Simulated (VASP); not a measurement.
# SiGe3 (Cmmm) in VASP: relaxation of cell and atoms with PBE

Aim: the relaxation of cell and atoms of SiGe3 with PBE.

All numbers are computed with VASP 6.6.1; they aren't measurements. Logs are shortened: lines on timing, memory, paths and dates and some standing lists are left out, and cuts for length are marked.

## Step 1: The cell of the first run

The structure is orthorhombic, space group Cmmm (No. 65). The conventional cell has a = 5.912 Å, b = 8.361 Å, c = 2.956 Å, α = 90.00°, β = 90.00°, γ = 90.00°. Within 3.9 Å of Si (site symmetry mmm) lie 2 Si at 2.96 Å and 10 Ge at 2.96 Å. Within 3.9 Å of Ge (site symmetry mmm) lie 2 Si at 2.96 Å and 10 Ge at 2.96 Å. Ge (site symmetry 2/m) has 8 Ge at 2.96 Å and 4 Si at 2.96 Å within 3.9 Å.

## Step 2: Relaxation of cell and atoms, PBE

The input, INCAR:

```
ALGO = Normal ; EDIFF = 1E-6
EDIFFG = -0.01 ; ENCUT = 600
GGA = PE ; IBRION = 2
ISIF = 3 ; ISMEAR = 0
LASPH = T ; LCHARG = F
LREAL = F ; LWAVE = F
NELM = 80 ; NSW = 100
PREC = Accurate ; SIGMA = 0.1
```

The input, KPOINTS:

```
k-points
0
Gamma
  10 10 16
```

The input, POSCAR:

```
SiGe3
1.0
    2.9559021900     -4.1802769700      0.0000000000
    2.9559021900      4.1802769700      0.0000000000
    0.0000000000      0.0000000000      2.9559021900
Si Ge
1 3
Direct
    0.0000000000      0.0000000000      0.0000000000
    0.5000000000      0.5000000000      0.0000000000
    0.0000000000      0.5000000000      0.5000000000
    0.5000000000      0.0000000000      0.5000000000
```

Potentials or basis: VASP PAW PBE potentials, release 64 (Si, Ge_d).

Command:

```bash
> cat potpaw_PBE.64/Si/POTCAR potpaw_PBE.64/Ge_d/POTCAR > POTCAR
> mpirun -np 1 vasp_std > vasp.out
```

OUTCAR:

```text
EDIFF = 1E-6
   EDIFFG = -0.01
   ENCUT = 600
   GGA = PE
   IBRION = 2
   ISIF = 3
   ISMEAR = 0
   LASPH = T
   LREAL = F
   NELM = 80
   NSW = 100
   PREC = Accurate

 ion  position               nearest neighbor table
   1  0.000  0.000  0.000-   2 2.96   2 2.96   4 2.96   3 2.96   4 2.96   3 2.96   3 2.96   4 2.96
                             4 2.96   3 2.96
   2  0.500  0.500  0.000-   1 2.96   1 2.96
   3  0.000  0.500  0.500-   1 2.96   1 2.96   1 2.96   1 2.96
   4  0.500  0.000  0.500-   1 2.96   1 2.96   1 2.96   1 2.96

  LATTYP: Found a base centered orthorhombic cell.
 ALAT       =     5.9118043800
 B/A-ratio  =     1.4142135637
 C/A-ratio  =     0.5000000000

  Lattice vectors:

 A1 = (   2.9559021900,  -4.1802769700,   0.0000000000)
 A2 = (   2.9559021900,   4.1802769700,   0.0000000000)
 A3 = (   0.0000000000,   0.0000000000,   2.9559021900)

Analysis of symmetry for initial positions (statically):
=====================================================================
 Subroutine PRICEL returns:
 Original cell was already a primitive cell.

 Routine SETGRP: Setting up the symmetry group for a
 base centered orthorhombic supercell.

 Subroutine GETGRP returns: Found  8 space group operations
 (whereof  8 operations were pure point group operations)
 out of a pool of  8 trial point group operations.

The static configuration has the point symmetry D_2h.

Analysis of symmetry for dynamics (positions and initial velocities):
=====================================================================
 Subroutine PRICEL returns:
 Original cell was already a primitive cell.

 Routine SETGRP: Setting up the symmetry group for a
 base centered orthorhombic supercell.

 Subroutine GETGRP returns: Found  8 space group operations
 (whereof  8 operations were pure point group operations)
 out of a pool of  8 trial point group operations.

The dynamic configuration has the point symmetry D_2h.

 Subroutine INISYM returns: Found  8 space group operations
 (whereof  8 operations are pure point group operations),
 and found     1 'primitive' translations

----------------------------------------------------------------------------------------

                                     Primitive cell

  volume of cell :      73.0492

  direct lattice vectors                    reciprocal lattice vectors
     2.955902190 -4.180276970  0.000000000     0.169153094 -0.119609299  0.000000000
     2.955902190  4.180276970  0.000000000     0.169153094  0.119609299  0.000000000
     0.000000000  0.000000000  2.955902190     0.000000000  0.000000000  0.338306187

  length of vectors
     5.119772778  5.119772778  2.955902190     0.207169384  0.207169384  0.338306187

  position of ions in fractional coordinates (direct lattice)
     0.000000000  0.000000000  0.000000000
     0.500000000  0.500000000  0.000000000
     1.000000000  0.500000000  0.500000000
     0.500000000  1.000000000  0.500000000

  ion indices of the primitive-cell ions
   primitive index   ion index
                 1           1
                 2           2
                 3           3
                 4           4

----------------------------------------------------------------------------------------

 KPOINTS: k-points

Automatic generation of k-mesh.
 Grid dimensions read from file:
 generate k-points for:   10   10   16

 Generating k-lattice:

  Cartesian coordinates                     Fractional coordinates (reciprocal lattice)
     0.016915309 -0.011960930  0.000000000     0.100000000 -0.000000000  0.000000000
     0.016915309  0.011960930  0.000000000    -0.000000000  0.100000000  0.000000000
     0.000000000  0.000000000  0.021144137     0.000000000  0.000000000  0.062500000

  Length of vectors
     0.020716938  0.020716938  0.021144137

  Shift w.r.t. Gamma in fractional coordinates (k-lattice)
     0.000000000  0.000000000  0.000000000

 Subroutine IBZKPT returns following result:
 ===========================================

 Found    279 irreducible k-points:

 Following reciprocal coordinates:
            Coordinates               Weight
  0.000000  0.000000  0.000000      1.000000
  0.100000 -0.000000  0.000000      4.000000
  0.200000 -0.000000  0.000000      4.000000
  0.300000  0.000000  0.000000      4.000000
  0.400000  0.000000  0.000000      4.000000
  0.500000  0.000000  0.000000      2.000000
[... 16 lines left out ...]
  0.300000  0.300000  0.000000      2.000000
  0.400000  0.300000  0.000000      4.000000
 [... further k-points ...]
   k-points           NKPTS =    279   k-points in BZ     NKDIM =    279   number of bands    NBANDS=     27
   number of dos      NEDOS =    301   number of ions     NIONS =      4
   total plane-waves  NPLWV =  42336
   dimension x,y,z NGX =    42 NGY =   42 NGZ =   24
   dimension x,y,z NGXF=    84 NGYF=   84 NGZF=   48
   ions per type =               1   3
   NGX,Y,Z   is equivalent  to a cutoff of  13.64, 13.64, 13.50 a.u.
   NGXF,Y,Z  is equivalent  to a cutoff of  27.28, 27.28, 27.00 a.u.
 SYSTEM =  unknown system
   PREC   = accura    normal or accurate (medium, high low for compatibility)
   ISTART =      0    job   : 0-new  1-cont  2-samecut
   ICHARG =      2    charge: 1-file 2-atom 10-const
   ISPIN  =      1    spin polarized calculation?
   LNONCOLLINEAR =      F non collinear calculations
   LSORBIT =      F    spin-orbit coupling
   LASPH  =      T    aspherical Exc in radial PAW
   ENCUT  =  600.0 eV  44.10 Ry    6.64 a.u.  10.23 10.23  5.90*2*pi/ulx,y,z
   NELM   =     80;   NELMIN=  2; NELMDL= -5     # of ELM steps
   EDIFF  = 0.1E-05   stopping-criterion for ELM
   LREAL  =      F    real-space projection
   EDIFFG = -.1E-01   stopping-criterion for IOM
   NSW    =    100    number of steps for IOM
   IBRION =      2    ionic relax: 0-MD 1-quasi-New 2-CG
   NFREE  =      1    steps in history (QN), initial steepest desc. (CG)
   ISIF   =      3    stress and relaxation
   ISYM   =      2    0-nonsym 1-usesym 2-fastsym
   POTIM  = 0.5000    time-step for ionic-motion
   TEBEG  =    0.0;   TEEND  =   0.0 temperature during run
   PSTRESS=    0.0 pullay stress
   NELECT =      46.0000    total number of electrons
   NUPDOWN=      -1.0000    fix difference up-down
   EMIN   =  10.00;   EMAX   =-10.00  energy-range for DOS
   EFERMI =   0.00;   METHOD = LEGACY
   ISMEAR =     0;   SIGMA  =   0.10  broadening in eV -4-tet -1-fermi 0-gaus
   EFERMI_NEDOS =   21; number of points for ismear=-14 and -15
   IALGO  =     38    algorithm
   IMIX   =      4    mixing-type and parameters
     AMIX     =   0.40;   BMIX     =  1.00
     AMIX_MAG =   1.60;   BMIX_MAG =  1.00
  volume/ion in A,a.u.               =      18.26       123.24
  Fermi-wavevector in a.u.,A,eV,Ry     =   1.403209  2.651681 26.789813  1.968996
  Thomas-Fermi vector in A             =   2.525894
   LORBIT       =      0    0 simple, 1 ext, 2 COOP (PROOUT), +10 PAW based schemes
   GGA     = PE    functional components
   LHFCALC =     F    Hartree Fock is set to
   AEXX    =    0.0000 exact exchange contribution
   IVDW    =     0    specifies the selected vdW correction
   LEPSILON=     F    determine dielectric tensor
   LRPA    =     F    only Hartree local field effects (RPA)
 conjugate gradient relaxation of ions
 non-spin polarized calculation
 Gauss-broadening in eV      SIGMA  =   0.10
  energy-cutoff  :      600.00
  volume of cell :       73.05
 maximum number of plane-waves:      2464
 NGX is ok and might be reduce to    42
   NGX = 21   NGY = 21   NGZ = 11

--------------------------------------- Ionic step        1  -------------------------------------------

 number of electron      46.0000028 magnetization

 Free energy of the ion-electron system (eV)
  ---------------------------------------------------
  ext. energy  EPLUGINS =         0.00000000
  ---------------------------------------------------
  free energy    TOTEN  =       -17.21140721 eV

  energy without entropy =      -17.20029262  energy(sigma->0) =      -17.20584992

------------------------ aborting loop because EDIFF is reached ----------------------------------------

  FORCE on cell =-STRESS in cart. coord.  units (eV):
  Direction    XX          YY          ZZ          XY          YZ          ZX
  --------------------------------------------------------------------------------------
  -------------------------------------------------------------------------------------
  Total        0.5958346      0.6324730      0.1976154     -0.0000000      0.0000000      0.0000000
  in kB       13.0683619     13.8719458      4.3342733     -0.0000000      0.0000000      0.0000000
  external PRESSURE =      10.4248603 kB  Pullay stress =       0.0000000 kB
[... 95 lines left out ...]
  FREE ENERGIE OF THE ION-ELECTRON SYSTEM (eV)
  ---------------------------------------------------
  free  energy   TOTEN  =       -17.2161860116 eV

  energy  without entropy=      -17.2057156990  energy(sigma->0) =      -17.21095086

[... ionic steps 4 to 35 ...]

--------------------------------------- Ionic step       36  -------------------------------------------

 number of electron      46.0000016 magnetization

------------------------ aborting loop because EDIFF is reached ----------------------------------------

  FORCE on cell =-STRESS in cart. coord.  units (eV):
  Direction    XX          YY          ZZ          XY          YZ          ZX
  --------------------------------------------------------------------------------------
  -------------------------------------------------------------------------------------
  Total       -0.0425634     -0.0189335     -0.0640973      0.0000000      0.0000000      0.0000000
  in kB       -0.9217616     -0.4100277     -1.3881020      0.0000000      0.0000000      0.0000000
  external PRESSURE =      -0.9066304 kB  Pullay stress =       0.0000000 kB
[... 61 lines left out ...]
  energy  without entropy=      -17.2342639169  energy(sigma->0) =      -17.23869205

--------------------------------------- Ionic step       38  -------------------------------------------

 number of electron      46.0000016 magnetization

 Free energy of the ion-electron system (eV)
  ---------------------------------------------------
  ext. energy  EPLUGINS =         0.00000000
  ---------------------------------------------------
  free energy    TOTEN  =       -17.24311986 eV

  energy without entropy =      -17.23426462  energy(sigma->0) =      -17.23869224

 E-fermi :   7.0986     XC(G=0): -11.1035

 val. band max:        7.0950211574   @ k =   0.3000   0.0000   0.2500
 cond. band min:       7.1055376345   @ k =   0.1000  -0.0000   0.5000
 fundamental gap:      0.0105164771
 Fermi energy:         7.0985849974

 k-point     1 :       0.0000    0.0000    0.0000
  band No.  band energies     occupation
      1     -17.7486      2.00000
      2     -17.7122      2.00000
      3     -17.7034      2.00000
      4     -17.6976      2.00000
      5     -17.6844      2.00000
      6     -17.6792      2.00000
[... 709 lines left out ...]
     26      10.2963      0.00000
     27      11.9135      0.00000

 [... further k-points ...]

------------------------ aborting loop because EDIFF is reached ----------------------------------------

  FORCE on cell =-STRESS in cart. coord.  units (eV):
  Direction    XX          YY          ZZ          XY          YZ          ZX
  --------------------------------------------------------------------------------------
  -------------------------------------------------------------------------------------
  Total        0.0122495      0.0301894     -0.0111181      0.0000000      0.0000000      0.0000000
  in kB        0.2652867      0.6538101     -0.2407837      0.0000000      0.0000000      0.0000000
  external PRESSURE =       0.2261044 kB  Pullay stress =       0.0000000 kB
[... 19 lines left out ...]
  FREE ENERGIE OF THE ION-ELECTRON SYSTEM (eV)
  ---------------------------------------------------
  free  energy   TOTEN  =       -17.2431198609 eV

  energy  without entropy=      -17.2342646208  energy(sigma->0) =      -17.23869224

 reached required accuracy - stopping structural energy minimisation
```

Wall time 3.9 h (1 thread of Intel Xeon 8259CL, shared host); peak memory 0.66 GiB.

What came out:

| Property | Result |
| --- | --- |
| Free energy | -17.2431 eV |
| Relaxed volume | 18.49 Å³/atom |
| Relaxed cell | a = 5.291 Å, b = 5.291 Å, c = 2.899 Å, α = 90.00°, β = 90.00°, γ = 114.27° |
| Space group after relaxing (to 0.1 Å) | Cmmm (No. 65) |
| Energy gained by relaxing | 7.9 meV/atom |
| Ionic steps | 38 |
| Pressure after relaxing | 0.0 GPa |

The path:
| step | energy change (eV) | largest force (eV/Å) | pressure (GPa) | volume (Å³) |
| --- | --- | --- | --- | --- |
| 1 | 0.0000 | 0.0000 | 1.04 | 73.05 |
| 2 | -0.0048 | 0.0000 | -0.12 | 74.31 |
| 3 | -0.0048 | 0.0000 | -0.05 | 74.31 |
| 4 | -0.0054 | 0.0000 | -0.20 | 74.26 |
| 5 | -0.0061 | 0.0000 | -0.18 | 74.12 |
| 6 | -0.0061 | 0.0000 | 0.04 | 74.14 |
| 7 | -0.0063 | 0.0000 | 0.09 | 74.20 |
| 8 | -0.0075 | 0.0000 | -0.29 | 74.38 |
| 9 | -0.0108 | 0.0000 | -0.54 | 74.72 |
| 10 | -0.0186 | 0.0000 | -1.10 | 75.38 |
| 11 | -0.0127 | 0.0000 | -2.13 | 76.57 |
| 12 | -0.0199 | 0.0000 | -1.54 | 75.86 |
| 13 | -0.0207 | 0.0000 | -1.44 | 75.66 |
| 14 | -0.0207 | 0.0000 | -1.42 | 75.63 |
| 15 | -0.0207 | 0.0000 | -1.39 | 75.63 |
| 16 | -0.0207 | 0.0000 | -1.45 | 75.64 |
| 17 | -0.0208 | 0.0000 | -1.36 | 75.65 |
| 18 | -0.0209 | 0.0000 | -1.38 | 75.67 |
| 19 | -0.0209 | 0.0000 | -1.33 | 75.72 |
| 20 | -0.0209 | 0.0000 | -1.43 | 75.71 |
| 21 | -0.0210 | 0.0000 | -1.33 | 75.70 |
| 22 | -0.0213 | 0.0000 | -1.22 | 75.67 |
| 23 | -0.0217 | 0.0000 | -1.27 | 75.62 |
| 24 | -0.0227 | 0.0000 | -1.23 | 75.51 |
| 25 | -0.0244 | 0.0000 | -1.26 | 75.31 |
| 26 | -0.0271 | 0.0000 | -1.01 | 74.89 |
| 27 | -0.0302 | 0.0000 | 0.00 | 74.06 |
| 28 | -0.0303 | 0.0000 | 0.10 | 73.98 |
| 29 | -0.0306 | 0.0000 | 0.02 | 73.98 |
| 30 | -0.0312 | 0.0000 | 0.03 | 74.00 |
| 31 | -0.0317 | 0.0000 | 0.00 | 74.02 |
| 32 | -0.0317 | 0.0000 | -0.06 | 74.02 |
| 33 | -0.0317 | 0.0000 | -0.07 | 74.02 |
| 34 | -0.0317 | 0.0000 | -0.08 | 74.02 |
| 35 | -0.0317 | 0.0000 | 0.08 | 73.97 |
| 36 | -0.0317 | 0.0000 | -0.09 | 73.98 |
| 37 | -0.0317 | 0.0000 | 0.05 | 73.98 |
| 38 | -0.0317 | 0.0000 | 0.02 | 73.98 |

Final structure:
```
Si Ge
1.0
     2.87082   -4.44395    0.00000
     2.87082    4.44395    0.00000
     0.00000    0.00000    2.89940
Si Ge
1 3
Direct
  0.00000 0.00000 0.00000
  0.50000 0.50000 0.00000
  0.00000 0.50000 0.50000
  0.50000 0.00000 0.50000
```

Levels at points of the mesh, in eV from the Fermi level:
| k point | band 21 | band 22 | band 23 | band 24 | band 25 | band 26 |
| --- | --- | --- | --- | --- | --- | --- |
| (0.00, 0.00, 0.00) | -5.60 | -4.93 | 3.39 | 3.71 | 5.82 | 5.99 |
| (0.50, 0.00, 0.00) | -2.43 | 0.05 | 0.11 | 1.28 | 1.30 | 4.83 |
| (0.50, 0.50, 0.00) | -1.37 | -0.45 | -0.33 | 2.87 | 3.07 | 5.48 |
| (0.00, 0.00, 0.50) | -2.17 | -2.14 | -2.07 | -1.53 | -1.35 | -0.53 |
| (0.50, 0.00, 0.50) | -3.10 | -3.08 | -2.93 | 1.58 | 1.62 | 1.76 |
| (0.50, 0.50, 0.50) | -4.41 | -4.04 | -4.04 | 1.85 | 1.85 | 2.51 |

Caveat: the highest band is partly filled, so the run has too few bands.
